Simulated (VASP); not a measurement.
# KTaO3 (Pm-3m) in VASP: notebook

The runs below take KTaO3 through single point, with PBE, r2SCAN.

Everything below comes from runs of VASP 6.6.1. Logs are shortened: lines on timing, memory, paths and dates and some standing lists are left out, and cuts for length are marked.

## Step 1: The cell of the first run

The structure is cubic, space group Pm-3m (No. 221). The conventional cell has a = 3.984 Å, b = 3.984 Å, c = 3.984 Å, α = 90.00°, β = 90.00°, γ = 90.00°. Within 3.7 Å of K (site symmetry m-3m) lie 12 O at 2.82 Å and 8 Ta at 3.45 Å. Ta (site symmetry m-3m) has 6 O at 1.99 Å within 2.6 Å. O (site symmetry 4/mmm) has 2 Ta at 1.99 Å within 2.6 Å.

## Step 2: Single point, PBE (volume changed by -3%)

Input file INCAR:

```
SYSTEM = KTaO3
PREC = Accurate
ENCUT = 600
EDIFF = 1E-6
ISMEAR = 0
SIGMA = 0.01
LREAL = .False.
LASPH = .True.
NELM = 120
ALGO = Normal
ISIF = 2
LWAVE = .False.
LCHARG = .False.
GGA = PE
NBANDS = 28
GGA_COMPAT = .False.
```

Input file KPOINTS:

```
regular mesh
0
Gamma
  6 6 6
  0 0 0
```

Input file POSCAR:

```
KTaO3
1.0
    3.9837285967      0.0000000000      0.0000000000
    0.0000000000      3.9837285967      0.0000000000
    0.0000000000      0.0000000000      3.9837285967
K Ta O
1 1 3
Direct
    0.5000000000      0.5000000000      0.5000000000
    0.0000000000      0.0000000000      0.0000000000
    0.5000000000      0.0000000000      0.0000000000
    0.0000000000      0.5000000000      0.0000000000
    0.0000000000      0.0000000000      0.5000000000
```

Potentials or basis: VASP PAW PBE potentials, release 64 (K_sv, Ta_sv_GW, O).

The run is started by

```sh
> cat potpaw_PBE.64/K_sv/POTCAR potpaw_PBE.64/Ta_sv_GW/POTCAR potpaw_PBE.64/O/POTCAR > POTCAR
> mpirun -np 1 vasp_std > vasp.out
```

OUTCAR:

```text
SYSTEM = KTaO3
   PREC = Accurate
   ENCUT = 600
   EDIFF = 1E-6
   ISMEAR = 0
   LREAL = .False.
   LASPH = .True.
   NELM = 120
   ISIF = 2
   GGA = PE

 ion  position               nearest neighbor table
   1  0.500  0.500  0.500-   3 2.82   4 2.82   5 2.82   3 2.82   4 2.82   3 2.82   5 2.82   3 2.82
                             4 2.82   5 2.82   4 2.82   5 2.82   2 3.45   2 3.45   2 3.45   2 3.45
   2  0.000  0.000  0.000-   3 1.99   4 1.99   5 1.99   5 1.99   4 1.99   3 1.99   1 3.45   1 3.45
                             1 3.45   1 3.45   1 3.45   1 3.45   1 3.45   1 3.45
   3  0.500  0.000  0.000-   2 1.99   2 1.99   1 2.82   1 2.82   1 2.82   1 2.82
   4  0.000  0.500  0.000-   2 1.99   2 1.99   1 2.82   1 2.82   1 2.82   1 2.82
   5  0.000  0.000  0.500-   2 1.99   2 1.99   1 2.82   1 2.82   1 2.82   1 2.82

  LATTYP: Found a simple cubic cell.
 ALAT       =     3.9837285967

  Lattice vectors:

 A1 = (   3.9837285967,   0.0000000000,   0.0000000000)
 A2 = (   0.0000000000,   3.9837285967,   0.0000000000)
 A3 = (   0.0000000000,   0.0000000000,   3.9837285967)

Analysis of symmetry for initial positions (statically):
=====================================================================
 Subroutine PRICEL returns:
 Original cell was already a primitive cell.

 Routine SETGRP: Setting up the symmetry group for a
 simple cubic supercell.

 Subroutine GETGRP returns: Found 48 space group operations
 (whereof 48 operations were pure point group operations)
 out of a pool of 48 trial point group operations.

The static configuration has the point symmetry O_h .

Analysis of symmetry for dynamics (positions and initial velocities):
=====================================================================
 Subroutine PRICEL returns:
 Original cell was already a primitive cell.

 Routine SETGRP: Setting up the symmetry group for a
 simple cubic supercell.

 Subroutine GETGRP returns: Found 48 space group operations
 (whereof 48 operations were pure point group operations)
 out of a pool of 48 trial point group operations.

The dynamic configuration has the point symmetry O_h .

 Subroutine INISYM returns: Found 48 space group operations
 (whereof 48 operations are pure point group operations),
 and found     1 'primitive' translations

----------------------------------------------------------------------------------------

                                     Primitive cell

  volume of cell :      63.2221

  direct lattice vectors                    reciprocal lattice vectors
     3.983728597  0.000000000  0.000000000     0.251021116  0.000000000  0.000000000
     0.000000000  3.983728597  0.000000000     0.000000000  0.251021116  0.000000000
     0.000000000  0.000000000  3.983728597     0.000000000  0.000000000  0.251021116

  length of vectors
     3.983728597  3.983728597  3.983728597     0.251021116  0.251021116  0.251021116

  position of ions in fractional coordinates (direct lattice)
     0.500000000  0.500000000  0.500000000
     0.000000000  0.000000000  0.000000000
     0.500000000  0.000000000  0.000000000
     0.000000000  0.500000000  0.000000000
     0.000000000  0.000000000  0.500000000

  ion indices of the primitive-cell ions
   primitive index   ion index
                 1           1
                 2           2
                 3           3
                 4           4
                 5           5

----------------------------------------------------------------------------------------

 KPOINTS: regular mesh

Automatic generation of k-mesh.
 Grid dimensions read from file:
 generate k-points for:    6    6    6

 Generating k-lattice:

  Cartesian coordinates                     Fractional coordinates (reciprocal lattice)
     0.041836853  0.000000000  0.000000000     0.166666667  0.000000000  0.000000000
     0.000000000  0.041836853  0.000000000     0.000000000  0.166666667  0.000000000
     0.000000000  0.000000000  0.041836853     0.000000000  0.000000000  0.166666667

  Length of vectors
     0.041836853  0.041836853  0.041836853

  Shift w.r.t. Gamma in fractional coordinates (k-lattice)
     0.000000000  0.000000000  0.000000000

 Subroutine IBZKPT returns following result:
 ===========================================

 Found     20 irreducible k-points:

 Following reciprocal coordinates:
            Coordinates               Weight
  0.000000  0.000000  0.000000      1.000000
  0.166667  0.000000  0.000000      6.000000
  0.333333  0.000000  0.000000      6.000000
  0.500000  0.000000  0.000000      3.000000
  0.166667  0.166667  0.000000     12.000000
  0.333333  0.166667  0.000000     24.000000
[... 12 lines left out ...]
  0.500000  0.500000  0.333333      6.000000
  0.500000  0.500000  0.500000      1.000000
   k-points           NKPTS =     20   k-points in BZ     NKDIM =     20   number of bands    NBANDS=     28
   number of dos      NEDOS =    301   number of ions     NIONS =      5
   total plane-waves  NPLWV =  32768
   dimension x,y,z NGX =    32 NGY =   32 NGZ =   32
   dimension x,y,z NGXF=    64 NGYF=   64 NGZF=   64
   ions per type =               1   1   3
   NGX,Y,Z   is equivalent  to a cutoff of  13.35, 13.35, 13.35 a.u.
   NGXF,Y,Z  is equivalent  to a cutoff of  26.71, 26.71, 26.71 a.u.
 SYSTEM =  KTaO3
   PREC   = accura    normal or accurate (medium, high low for compatibility)
   ISTART =      0    job   : 0-new  1-cont  2-samecut
   ICHARG =      2    charge: 1-file 2-atom 10-const
   ISPIN  =      1    spin polarized calculation?
   LNONCOLLINEAR =      F non collinear calculations
   LSORBIT =      F    spin-orbit coupling
   LASPH  =      T    aspherical Exc in radial PAW
   ENCUT  =  600.0 eV  44.10 Ry    6.64 a.u.   7.96  7.96  7.96*2*pi/ulx,y,z
   NELM   =    120;   NELMIN=  2; NELMDL= -5     # of ELM steps
   EDIFF  = 0.1E-05   stopping-criterion for ELM
   LREAL  =      F    real-space projection
   EDIFFG = 0.1E-04   stopping-criterion for IOM
   NSW    =      0    number of steps for IOM
   IBRION =     -1    ionic relax: 0-MD 1-quasi-New 2-CG
   NFREE  =      0    steps in history (QN), initial steepest desc. (CG)
   ISIF   =      2    stress and relaxation
   ISYM   =      2    0-nonsym 1-usesym 2-fastsym
   POTIM  = 0.5000    time-step for ionic-motion
   TEBEG  =    0.0;   TEEND  =   0.0 temperature during run
   PSTRESS=    0.0 pullay stress
   NELECT =      40.0000    total number of electrons
   NUPDOWN=      -1.0000    fix difference up-down
   EMIN   =  10.00;   EMAX   =-10.00  energy-range for DOS
   EFERMI =   0.00;   METHOD = LEGACY
   ISMEAR =     0;   SIGMA  =   0.01  broadening in eV -4-tet -1-fermi 0-gaus
   EFERMI_NEDOS =   21; number of points for ismear=-14 and -15
   IALGO  =     38    algorithm
   IMIX   =      4    mixing-type and parameters
     AMIX     =   0.40;   BMIX     =  1.00
     AMIX_MAG =   1.60;   BMIX_MAG =  1.00
  volume/ion in A,a.u.               =      12.64        85.33
  Fermi-wavevector in a.u.,A,eV,Ry     =   1.405417  2.655852 26.874171  1.975196
  Thomas-Fermi vector in A             =   2.527880
   LORBIT       =      0    0 simple, 1 ext, 2 COOP (PROOUT), +10 PAW based schemes
   GGA     = PE    functional components
   LHFCALC =     F    Hartree Fock is set to
   AEXX    =    0.0000 exact exchange contribution
   IVDW    =     0    specifies the selected vdW correction
   LEPSILON=     F    determine dielectric tensor
   LRPA    =     F    only Hartree local field effects (RPA)
 non-spin polarized calculation
 Gauss-broadening in eV      SIGMA  =   0.01
  energy-cutoff  :      600.00
  volume of cell :       63.22
 maximum number of plane-waves:      2176
 NGX is ok and might be reduce to    32
   NGX = 15   NGY = 15   NGZ = 15

 number of electron      39.9999994 magnetization

 Free energy of the ion-electron system (eV)
  ---------------------------------------------------
  ext. energy  EPLUGINS =         0.00000000
  ---------------------------------------------------
  free energy    TOTEN  =       -43.59671154 eV

  energy without entropy =      -43.59671154  energy(sigma->0) =      -43.59671154

 E-fermi :   3.4205     XC(G=0): -11.0050

 val. band max:        3.2411075835   @ k =   0.5000   0.5000   0.5000
 cond. band min:       5.4586865545   @ k =   0.0000   0.0000   0.0000
 fundamental gap:      2.2175789710
 Fermi energy:         3.4205032810

 k-point     1 :       0.0000    0.0000    0.0000
  band No.  band energies     occupation
      1     -64.3379      2.00000
      2     -30.7843      2.00000
      3     -30.7843      2.00000
      4     -30.7843      2.00000
      5     -24.0695      2.00000
      6     -14.3099      2.00000
[... 20 lines left out ...]
     27      11.3111      0.00000
     28      11.3111      0.00000

 k-point     2 :       0.1667    0.0000    0.0000
  band No.  band energies     occupation
      1     -64.3377      2.00000
      2     -30.8079      2.00000
      3     -30.7834      2.00000
      4     -30.7834      2.00000
      5     -24.0624      2.00000
      6     -14.2410      2.00000
[... 20 lines left out ...]
     27      11.6526      0.00000
     28      11.7479      0.00000

 k-point     3 :       0.3333    0.0000    0.0000
  band No.  band energies     occupation
      1     -64.3374      2.00000
      2     -30.8546      2.00000
      3     -30.7816      2.00000
      4     -30.7816      2.00000
      5     -24.0482      2.00000
      6     -14.2031      2.00000
[... 20 lines left out ...]
     27      12.3793      0.00000
     28      13.3210      0.00000

 k-point     4 :       0.5000    0.0000    0.0000
  band No.  band energies     occupation
      1     -64.3373      2.00000
      2     -30.8777      2.00000
      3     -30.7808      2.00000
      4     -30.7808      2.00000
      5     -24.0412      2.00000
      6     -14.2090      2.00000
[... 454 lines left out ...]
     27      14.5304      0.00000
     28      14.8502      0.00000

 k-point    19 :       0.5000    0.5000    0.3333
  band No.  band energies     occupation
      1     -64.3363      2.00000
      2     -30.8699      2.00000
      3     -30.8699      2.00000
      4     -30.8462      2.00000
      5     -24.0150      2.00000
      6     -12.9895      2.00000
[... 20 lines left out ...]
     27      14.3975      0.00000
     28      14.9004      0.00000

 k-point    20 :       0.5000    0.5000    0.5000
  band No.  band energies     occupation
      1     -64.3362      2.00000
      2     -30.8689      2.00000
      3     -30.8689      2.00000
      4     -30.8689      2.00000
      5     -24.0110      2.00000
      6     -12.6549      2.00000
[... 20 lines left out ...]
     27      14.0979      0.00000
     28      15.4483      0.00000

------------------------ aborting loop because EDIFF is reached ----------------------------------------

  FORCE on cell =-STRESS in cart. coord.  units (eV):
  Direction    XX          YY          ZZ          XY          YZ          ZX
  --------------------------------------------------------------------------------------
  -------------------------------------------------------------------------------------
  Total        2.4779910      2.4779910      2.4779910     -0.0000000      0.0000000     -0.0000000
  in kB       62.7973149     62.7973149     62.7973149     -0.0000000      0.0000000     -0.0000000
  external PRESSURE =      62.7973149 kB  Pullay stress =       0.0000000 kB

 VOLUME and BASIS-vectors are now :
 -----------------------------------------------------------------------------
  energy-cutoff  :      600.00
  volume of cell :       63.22
      direct lattice vectors                 reciprocal lattice vectors
     3.983728597  0.000000000  0.000000000     0.251021116  0.000000000  0.000000000
     0.000000000  3.983728597  0.000000000     0.000000000  0.251021116  0.000000000
     0.000000000  0.000000000  3.983728597     0.000000000  0.000000000  0.251021116

 POSITION                                       TOTAL-FORCE (eV/Angst)
 -----------------------------------------------------------------------------------
      1.99186      1.99186      1.99186         0.000000      0.000000      0.000000
      0.00000      0.00000      0.00000         0.000000      0.000000      0.000000
      1.99186      0.00000      0.00000         0.000000      0.000000      0.000000
      0.00000      1.99186      0.00000         0.000000      0.000000      0.000000
      0.00000      0.00000      1.99186         0.000000      0.000000      0.000000
 -----------------------------------------------------------------------------------
    total drift:                                0.000000      0.000000     -0.000000

  FREE ENERGIE OF THE ION-ELECTRON SYSTEM (eV)
  ---------------------------------------------------
  free  energy   TOTEN  =       -43.5967115435 eV

  energy  without entropy=      -43.5967115435  energy(sigma->0) =      -43.59671154
```

Wall time 34 s (1 thread of AMD EPYC 9R45 (Zen 5), shared host); peak memory 0.18 GiB.

Results:

| Quantity | Value |
| --- | --- |
| Free energy | -43.5967 eV |
| Pressure | 6.3 GPa |
| Band gap on the k mesh | 2.22 eV, indirect (least direct gap 2.83 eV) |

Levels at points of the mesh, in eV from the valence-band top:
```csv
k point,band 18,band 19,band 20,band 21,band 22,band 23
"(0.00, 0.00, 0.00)",-0.62,-0.62,-0.62,2.22,2.22,2.22
"(0.50, 0.00, 0.00)",-1.51,-0.84,-0.84,2.38,5.07,5.07
"(0.50, 0.50, 0.00)",-1.43,-1.43,-0.04,5.11,5.11,6.41
"(0.50, 0.50, 0.50)",0.00,0.00,0.00,6.54,6.54,6.54
```

Caveat: spin-orbit coupling is left out, which moves the levels of the heavy elements. A k mesh can miss the band edges.

[end of part 1 of 2]
